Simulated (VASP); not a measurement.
**GaSb (zincblende type): single point with PBEsol**

Crystal: GaSb (zincblende type).

```
Ga Sb
1.0
     0.00000    2.50356    2.50356
     2.50356    0.00000    2.50356
     2.50356    2.50356    0.00000
Ga Sb
1 1
Direct
  0.00000 0.00000 0.00000
  0.25000 0.25000 0.25000
```

| Property | Result |
| --- | --- |
| Program | VASP 6.6.1 |
| Task | single point |
| Functional | PBEsol |
| Potentials or basis | VASP PAW PBE potentials, release 64 (Ga_d, Sb) |
| Cutoff | 520 eV |
| k mesh | 11 × 11 × 11 |
| Occupations | fermi-dirac, width 0.05 eV |
| Spin | no spin polarisation |
| Dipole correction | no |
| Further INCAR settings | ALGO = Normal; EDIFF = 1e-06; NBANDS = 16 |

```json
{
  "Pressure": "121.2 GPa",
  "Band gap on the k mesh": "zero (bands 9 and 10 overlap by 0.82 eV)"
}
```

Levels at points of the mesh, in eV from the Fermi level:
| k point | band 5 | band 6 | band 7 | band 8 | band 9 | band 10 | band 11 | band 12 | band 13 | band 14 |
| --- | --- | --- | --- | --- | --- | --- | --- | --- | --- | --- |
| (0.00, 0.00, 0.00) | -17.22 | -17.18 | 0.56 | 0.56 | 0.56 | 2.62 | 2.62 | 2.62 | 5.02 | 6.38 |

Run time: 64 s on 1 thread of AMD EPYC 7R13, on a shared host, peak memory 0.15 GiB.

Caveat: the cell stands under pressure; the PAW data sets were made with another functional, which shifts forces and pressure a little; spin-orbit coupling is left out, which moves the levels of the heavy elements.
